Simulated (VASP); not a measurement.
Set up this calculation in VASP 6.6.1, as the native input.

| Property | Result |
| --- | --- |
| Task | single point |
| Functional | PBE |
| Potentials or basis | VASP PAW PBE potentials, release 64 (As, O) |
| Cutoff | 520 eV |
| k mesh | 6 × 6 × 2 |
| Occupations | gaussian, width 0.1 eV |
| Spin | no spin polarisation |
| Dipole correction | no |
| Further INCAR settings | ALGO = Normal; EDIFF = 1e-06; NBANDS = 31 |

The structure of As3O lies in POSCAR:

```
As3O
1.0
    4.8636601300      0.0000000000      0.0000000000
   -2.4318300700      4.2120532300      0.0000000000
    0.0000000000      0.0000000000      8.8400154500
As O
6 2
Direct
    0.0000000000      0.0000000000      0.2500000000
    0.0000000000      0.0000000000      0.7500000000
    0.3333333300      0.6666666700      0.9226301900
    0.6666666700      0.3333333300      0.0773698100
    0.6666666700      0.3333333300      0.4226301900
    0.3333333300      0.6666666700      0.5773698100
    0.3333333300      0.6666666700      0.2500000000
    0.6666666700      0.3333333300      0.7500000000
```

One way to write it, as run:

INCAR

```
SYSTEM = As3O
PREC     = Accurate       ! precision mode
ENCUT    = 520            ! plane-wave cutoff, eV
EDIFF    = 1E-6           ! SCF threshold, eV
ISMEAR   = 0              ! smearing method
SIGMA    = 0.1            ! smearing width, eV
LREAL    = .False.        ! projectors in reciprocal space
LASPH    = .True.         ! aspherical terms in the spheres
NELM     = 100            ! most SCF steps
ALGO     = Normal         ! electronic algorithm
ISIF     = 2              ! what is computed and relaxed
LWAVE    = .False.        ! write WAVECAR
LCHARG   = .True.         ! write CHGCAR
GGA      = PE             ! functional
LELF     = .True.         ! ELF
LVHAR    = .True.       
NBANDS   = 31             ! bands
```

KPOINTS

```
regular mesh
0
Gamma
  6 6 2
  0 0 0
```

Potentials or basis: VASP PAW PBE potentials, release 64 (As, O).

Command:

```sh
$ cat potpaw_PBE.64/As/POTCAR potpaw_PBE.64/O/POTCAR > POTCAR
$ mpirun -np 1 vasp_std > vasp.out
```

Results of the run:

- Pressure: -15.8 GPa
- Largest force: 0.101 eV/Å
- Band gap on the k mesh: zero (band 21 reaches 3.09 eV, above the bottom of band 22 at 1.94 eV)

Run time: 70 s on 1 thread of Intel(R) Xeon(R) 6975P-C (Granite Rapids) (shared host), peak memory 0.29 GiB.
